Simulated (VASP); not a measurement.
Wanted: the native input for a VASP 6.6.1 run.

```
Task                    : density of states
Functional              : LDA
Potentials or basis     : VASP PAW LDA potentials, release 64 (Cd, Se)
Cutoff                  : 400 eV
k mesh                  : 11 × 11 × 11
Occupations             : fermi-dirac, width 0.05 eV
Spin                    : no spin polarisation
Dipole correction       : no
k mesh for the DOS      : 17 × 17 × 17
Occupations for the DOS : tetrahedron
Further INCAR settings  : ALGO = Normal; EDIFF = 1e-06; NBANDS = 16
```

Crystal: CdSe (zincblende type).

```
Cd Se
1.0
     0.00000    2.87905    2.87905
     2.87905    0.00000    2.87905
     2.87905    2.87905    0.00000
Cd Se
1 1
Direct
  0.00000 0.00000 0.00000
  0.25000 0.25000 0.25000
```

This cell differs from its parent crystal: volume scaled by 0.88.

The input as run:

POSCAR

```
CdSe
1.0
    0.0000000000      2.8790468762      2.8790468762
    2.8790468762      0.0000000000      2.8790468762
    2.8790468762      2.8790468762      0.0000000000
Cd Se
1 1
Direct
    0.0000000000      0.0000000000      0.0000000000
    0.2500000000      0.2500000000      0.2500000000
```

INCAR.step1

```
PREC = Accurate
ENCUT = 400
EDIFF = 1E-6
ISMEAR = -1
SIGMA = 0.05
LREAL = F
LASPH = T
NELM = 120
ALGO = Normal
ISIF = 2
LWAVE = F
LCHARG = T
NBANDS = 16
GGA_COMPAT = F
NEDOS = 2001
LORBIT = 11
```

KPOINTS.step1

```
Automatic mesh
0
Gamma
  11 11 11
```

INCAR.step2

```
PREC = Accurate
ENCUT = 400
EDIFF = 1E-6
ISMEAR = -5
SIGMA = 0.05
LREAL = F
LASPH = T
NELM = 120
ALGO = Normal
ISIF = 2
LWAVE = F
LCHARG = F
LORBIT = 11
NBANDS = 16
NEDOS = 1001
ICHARG = 11
GGA_COMPAT = F
```

KPOINTS.step2

```
Automatic mesh
0
Gamma
  17 17 17
```

Potentials or basis: VASP PAW LDA potentials, release 64 (Cd, Se).

Run with:

```sh
$ cat potpaw_LDA.64/Cd/POTCAR potpaw_LDA.64/Se/POTCAR > POTCAR
$ cp INCAR.step1 INCAR
$ cp KPOINTS.step1 KPOINTS
$ mpirun -np 1 vasp_std > vasp.out
$ cp INCAR.step2 INCAR
$ cp KPOINTS.step2 KPOINTS
$ mpirun -np 1 vasp_std > vasp.out
```

Results of the run:

```json
{
  "Valence electrons inside the program's atomic spheres": "Cd 10.47; Se 3.96"
}
```

It took 42 s on 1 thread of AMD EPYC 9R45 96-Core Processor (Zen 5), on a shared host, peak memory 0.17 GiB.
